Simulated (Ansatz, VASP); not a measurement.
# NaCl in VASP and in Ansatz

```
Na Cl
1.0
    -0.05834   -0.04498    3.73241
     1.90301   -3.60395    0.01265
     5.79787    3.65261   -0.13682
Na Cl
2 2
Cartesian
  1.8844 -0.0112 1.8721
  5.7810 0.0139 1.7620
  -0.0016 0.0243 -0.0265
  3.8292 0.0010 -0.0614
```

Change from the starting cell: cell x2, atoms moved at random (sigma 0.05 Å) and cell strained at random (1.5 %), then relaxed without symmetry.

Alike in both runs: task relaxation of cell and atoms; functional PBE; k mesh 4 × 4 × 2; occupations gaussian, width 0.1 eV; no spin polarisation.

```csv
,VASP,Ansatz
version,VASP 6.6.1,Ansatz 0.2.0
potentials or method,"VASP PAW PBE potentials, release 64 (Na_pv, Cl), cutoff 600 eV","scalar-relativistic, plane waves, PAW"
valence electrons in the cell,28,32
```

|  | VASP | Ansatz | Ansatz less VASP |
| --- | --- | --- | --- |
| gap on the k mesh at the Fermi level, each at its own relaxed structure (eV) | 4.98 | 4.99 | +0.008 |
| relaxed volume (Å³/atom) | 23.12 | 23.10 | -0.018 |
| relaxed cell length with the largest relative difference (Å) | 6.985 | 6.979 | -0.0060 |

VASP's potentials hold 28 valence electrons a cell and Ansatz's 32, so a difference there can come from the potentials and not from the codes.

The k mesh is coarse, so the values compare programs but aren't converged.
